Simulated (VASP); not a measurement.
# Ta2AlC2N (I4/mmm) in VASP: a series of runs, part 2 of 2

VASP 6.6.1. The steps go on from the part before.

## Step 3: Single point, PBE, collinear spin

This run uses another cell than the first one, of 14.30 Å³/atom.

Input file INCAR:

```
SYSTEM = Ta2AlC2N
PREC = Accurate
ENCUT = 600
EDIFF = 1E-6
ISMEAR = 0
SIGMA = 0.1
LREAL = .FALSE.
LASPH = .TRUE.
NELM = 200
ALGO = Normal
ISIF = 2
LWAVE = .FALSE.
LCHARG = .FALSE.
ISPIN = 2
MAGMOM = 1 1 0 0 0 0
LORBIT = 11
LMAXMIX = 4
GGA = PE
NBANDS = 32
GGA_COMPAT = .FALSE.
```

Input file KPOINTS:

```
Automatic mesh
0
G
  6 6 6
  0 0 0
```

Input file POSCAR:

```
Ta2AlC2N
1.0
   -2.0624767382      2.0624767382      5.0436530074
    2.0624767382     -2.0624767382      5.0436530074
    2.0624767382      2.0624767382     -5.0436530074
Ta Al C N
2 1 2 1
Direct
    0.6933723910      0.6933723910      0.0000000000
    0.3066276090      0.3066276090      0.0000000000
    0.0000000000      0.0000000000      0.0000000000
    0.2500000000      0.7500000000      0.5000000000
    0.7500000000      0.2500000000      0.5000000000
    0.5000000000      0.5000000000      0.0000000000
```

Potentials or basis: VASP PAW PBE potentials, release 64 (Ta_pv, Al, C, N).

The run is started by

```bash
> cat potpaw_PBE.64/Ta_pv/POTCAR potpaw_PBE.64/Al/POTCAR potpaw_PBE.64/C/POTCAR potpaw_PBE.64/N/POTCAR > POTCAR
> mpirun -np 1 vasp_std > vasp.out
```

OUTCAR:

```text
SYSTEM = Ta2AlC2N
   PREC = Accurate
   ENCUT = 600
   EDIFF = 1E-6
   ISMEAR = 0
   LREAL = .FALSE.
   LASPH = .TRUE.
   NELM = 200
   ISIF = 2
   ISPIN = 2
   LORBIT = 11
   GGA = PE

 ion  position               nearest neighbor table
   1  0.693  0.693  0.000-   6 1.95   5 2.14   4 2.14   4 2.14   5 2.14   3 3.09   2 3.13   2 3.13
                             2 3.13   2 3.13
   2  0.307  0.307  0.000-   6 1.95   5 2.14   4 2.14   4 2.14   5 2.14   3 3.09   1 3.13   1 3.13
                             1 3.13   1 3.13
   3  0.000  0.000  0.000-   1 3.09   2 3.09
   4  0.250  0.750  0.500-   2 2.14   1 2.14   2 2.14   1 2.14
   5  0.750  0.250  0.500-   2 2.14   1 2.14   2 2.14   1 2.14
   6  0.500  0.500  0.000-   1 1.95   2 1.95

  LATTYP: Found a body centered tetragonal cell.
[... 1878 lines left out ...]
      0.00000      0.00000      6.99426        -0.000000     -0.000000      0.038214
      0.00000      0.00000      3.09305         0.000000      0.000000     -0.038214
      0.00000      0.00000      0.00000        -0.000000     -0.000000     -0.000000
      2.06248      0.00000      2.52183        -0.000000     -0.000000     -0.000000
      0.00000      2.06248      2.52183        -0.000000     -0.000000     -0.000000
      0.00000      0.00000      5.04365        -0.000000     -0.000000     -0.000000
 -----------------------------------------------------------------------------------
    total drift:                               -0.000000     -0.000000      0.000000

  FREE ENERGIE OF THE ION-ELECTRON SYSTEM (eV)
  ---------------------------------------------------
  free  energy   TOTEN  =       -54.2191182399 eV

  energy  without entropy=      -54.2120143399  energy(sigma->0) =      -54.21556629

 total charge

# of ion       s       p       d       tot
------------------------------------------
    1        0.351   6.273   2.379   9.003
    2        0.351   6.273   2.379   9.003
    3        0.605   0.130   0.000   0.734
    4        0.894   1.534   0.000   2.427
    5        0.894   1.534   0.000   2.427
    6        1.277   2.425   0.000   3.702
--------------------------------------------------
tot          4.371  18.168   4.758  27.297

 magnetization (x)

# of ion       s       p       d       tot
------------------------------------------
    1       -0.000  -0.000  -0.000  -0.000
    2       -0.000  -0.000  -0.000  -0.000
    3        0.000   0.000   0.000   0.000
    4        0.000  -0.000   0.000   0.000
    5        0.000  -0.000   0.000   0.000
    6        0.000   0.000   0.000   0.000
--------------------------------------------------
tot          0.000   0.000  -0.000  -0.000
```

OSZICAR:

```text
N       E                     dE             d eps       ncg     rms          rms(c)
DAV:   1     0.295818241602E+03    0.29582E+03   -0.20735E+04  3856   0.126E+03
DAV:   2    -0.457254853146E+02   -0.34154E+03   -0.32610E+03  4504   0.343E+02
DAV:   3    -0.641066926110E+02   -0.18381E+02   -0.18140E+02  4792   0.760E+01
DAV:   4    -0.643909447753E+02   -0.28425E+00   -0.28393E+00  4568   0.999E+00
DAV:   5    -0.643951801913E+02   -0.42354E-02   -0.42348E-02  5000   0.122E+00    0.397E+01
DAV:   6    -0.547330786695E+02    0.96621E+01   -0.48701E+01  4584   0.336E+01    0.133E+01
DAV:   7    -0.543310206614E+02    0.40206E+00   -0.37596E+00  4488   0.104E+01    0.104E+01
DAV:   8    -0.542322222737E+02    0.98798E-01   -0.37078E-01  4520   0.391E+00    0.320E+00
DAV:   9    -0.542193463759E+02    0.12876E-01   -0.75329E-02  4704   0.161E+00    0.696E-01
DAV:  10    -0.542190477088E+02    0.29867E-03   -0.90089E-03  4552   0.497E-01    0.362E-01
DAV:  11    -0.542190315971E+02    0.16112E-04   -0.64469E-04  4680   0.163E-01    0.206E-01
DAV:  12    -0.542191351760E+02   -0.10358E-03   -0.24153E-04  4496   0.901E-02    0.270E-02
DAV:  13    -0.542191211856E+02    0.13990E-04   -0.23516E-05  4784   0.315E-02    0.108E-02
DAV:  14    -0.542191189775E+02    0.22081E-05   -0.63760E-06  4296   0.125E-02    0.631E-03
DAV:  15    -0.542191182399E+02    0.73758E-06   -0.10075E-06  3232   0.647E-03
   1 F= -.54219118E+02 E0= -.54215566E+02  d E =-.710390E-02  mag=    -0.0001
```

stdout:

```text
POSCAR found type information on POSCAR TaAlC N
 POSCAR found :  4 types and       6 ions
 scaLAPACK will be used
 LDA part: xc-table for (Slater+PW92), standard interpolation
 POSCAR, INCAR and KPOINTS ok, starting setup
 FFT: planning ... GRIDC
 FFT: planning ... GRID_SOFT
 FFT: planning ... GRID
 WAVECAR not read
 entering main loop
```

Run time: 4.4 min. Hardware: 1 thread of Oxide Virtual Turin-like, shared host; peak memory 0.47 GiB.

What came out:

| Property | Result |
| --- | --- |
| Free energy | -54.2191 eV |
| Pressure | 0.5 GPa |
| Largest force | 0.038 eV/Å |
| Band gap on the k mesh | zero (filled and empty bands overlap) |
| Net moment | 0.00 μB per cell |
| Valence electrons inside the program's atomic spheres | Ta 9.00; Al 0.73; C 2.43; N 3.70 |

Forces in eV/Å, atoms in the order of the input:
```
Ta   0.000  0.000  0.038
Ta   0.000  0.000 -0.038
Al   0.000  0.000  0.000
C    0.000  0.000  0.000
C    0.000  0.000  0.000
N    0.000  0.000  0.000
```

Stress tensor (GPa, compression positive):
```
0.62 0.00 0.00
0.00 0.62 0.00
0.00 0.00 0.40
```

Levels at points of the mesh, in eV from the Fermi level:
Spin up:
| k point | band 16 | band 17 | band 18 | band 19 | band 20 | band 21 | band 22 | band 23 |
| --- | --- | --- | --- | --- | --- | --- | --- | --- |
| (0.00, 0.00, 0.00) | -3.34 | -2.74 | -1.63 | -0.33 | -0.33 | 3.12 | 3.12 | 3.15 |
| (0.50, 0.00, 0.00) | -3.72 | -2.68 | -1.60 | -0.39 | 0.67 | 1.99 | 2.15 | 3.13 |
| (0.50, 0.50, 0.00) | -3.59 | -3.13 | -3.06 | -0.49 | 0.16 | 1.20 | 2.42 | 3.75 |
| (0.50, 0.50, 0.50) | -2.50 | -1.58 | -1.56 | -1.56 | -0.30 | 1.85 | 2.84 | 2.84 |
Spin down:
```tsv
k point	band 15	band 16	band 17	band 18	band 19	band 20	band 21	band 22	band 23	band 24
(0.00, 0.00, 0.00)	-3.77	-3.34	-2.74	-1.63	-0.33	-0.33	3.12	3.12	3.15	3.41
(0.50, 0.00, 0.00)	-4.04	-3.72	-2.68	-1.60	-0.39	0.67	1.99	2.15	3.13	3.29
(0.50, 0.50, 0.00)	-3.60	-3.59	-3.13	-3.06	-0.49	0.16	1.20	2.42	3.75	3.86
(0.50, 0.50, 0.50)	-2.99	-2.50	-1.58	-1.56	-1.56	-0.30	1.85	2.84	2.84	3.19
```

Caveat: spin-orbit coupling is left out, which moves the levels of the heavy elements.
